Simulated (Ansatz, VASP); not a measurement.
**One calculation of Bi, two programs**

```
Bi
1.0
     3.38707    0.00000    0.00000
    -1.12902    3.19336    0.00000
    -1.12902   -1.59668    2.76553
Bi
1
Direct
  0.00000 0.00000 0.00000
```

Alike in both runs: functional PBEsol; k mesh 8 × 8 × 8; no spin polarisation.

Ansatz relaxed the structure, and its values are those at the end. VASP's run is a single point on that final structure, the one shown.

```csv
,VASP,Ansatz
version,VASP 6.6.1,Ansatz 0.2.0
potentials or method,"VASP PAW PBE potentials, release 64 (Bi_d)","plane waves, PAW"
plane-wave cutoff (eV),520,420
occupations,"methfessel-paxton of order 1, width 0.1 eV","cold, width 0.1 eV"
valence electrons in the cell,15,15
```

VASP gave:

- pressure (GPa): -0.1

Estimate Ansatz's values.

pressure (GPa): 0.0.

VASP's potentials were made for PBE, not for PBEsol.

Neither program's run includes spin-orbit coupling.
